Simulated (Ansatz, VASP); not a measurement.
One calculation of SnO, two programs

INCAR

```
  PREC = Accurate
  ENCUT = 520
  EDIFF = 1E-7
  ISMEAR = 0
  SIGMA = 0.05
  LREAL = False
  LASPH = True
  NELM = 60
  ALGO = Normal
  ISIF = 2
  LWAVE = False
  LCHARG = False
  LDIPOL = True
  IDIPOL = 3
  DIPOL = 0.5 0.5 0.408
  GGA = PE
  IVDW = 12
  NBANDS = 50
```

Contents of KPOINTS:

```
regular mesh
0
Gamma
  7 7 1
```

File POSCAR:

```
SnO
1.0
    3.8201527101      0.0002954416      0.0000000000
   -0.0003145269      3.8201527086      0.0000000000
    0.0000000000      0.0000000000     22.2260751773
Sn O
4 4
Direct
    0.9999452874      0.9999452874      0.2024648960
    0.4999452874      0.4999452874      0.3087831537
    0.9999452874      0.9999452874      0.5067488299
    1.4999452874      1.4999452874      0.6130670876
    0.9999461031      0.4999461031      0.2556240249
    0.4999461031      0.9999461031      0.2556240249
    0.9999444717      1.4999444717      0.5599079587
    1.4999444717      0.9999444717      0.5599079587
```

Input for Ansatz:

```yaml
crystal:
  lattice:
    - [3.8201527101, 0.0002954416, 0.0]
    - [-0.0003145269, 3.8201527086, 0.0]
    - [0.0, 0.0, 22.2260751773]
  atoms:
    - { symbol: Sn, position: [0.9999452874, 0.9999452874, 0.202464896] }
    - { symbol: O, position: [0.9999461031, 0.4999461031, 0.2556240249] }
    - { symbol: O, position: [0.4999461031, 0.9999461031, 0.2556240249] }
    - { symbol: Sn, position: [0.4999452874, 0.4999452874, 0.3087831537] }
    - { symbol: Sn, position: [0.9999452874, 0.9999452874, 0.5067488299] }
    - { symbol: O, position: [0.9999444717, 1.4999444717, 0.5599079587] }
    - { symbol: O, position: [1.4999444717, 0.9999444717, 0.5599079587] }
    - { symbol: Sn, position: [1.4999452874, 1.4999452874, 0.6130670876] }
basis:
  ecutwfc: 420
kpoints:
  mp_grid: { grid: [7, 7, 1] }
hamiltonian:
  xc: pbe
  pseudopotentials: { kind: paw, azcp: { folder: soft_1 } }
  dispersion: d3bj
scf:
  occupations: { method: gaussian, width: 0.05 }
output:
  forces: true
  eigenvalues: true
efield:
  axis: 3
  dipole_correction: true
  ramp_width: 0.04
```

Alike in both runs: task single point; functional PBE; dispersion D3(BJ); k mesh 7 × 7 × 1; occupations gaussian, width 0.05 eV; no spin polarisation.

```csv
,VASP,Ansatz
version,VASP 6.6.1,Ansatz 0.2.0
potentials or method,"VASP PAW PBE potentials, release 64 (Sn_d, O), cutoff 520 eV","scalar-relativistic, plane waves, PAW"
valence electrons in the cell,80,80
```

|  | VASP | Ansatz | Ansatz less VASP |
| --- | --- | --- | --- |
| gap on the k mesh at the Fermi level (eV) | 2.61 | 2.65 | +0.045 |
| least direct gap on the mesh (eV) | 2.63 | 2.67 | +0.043 |
| rms of the force components (eV/Å) | 0.057 | 0.024 | -0.0326 |

Ansatz's warnings: structure snapped to symmetry.
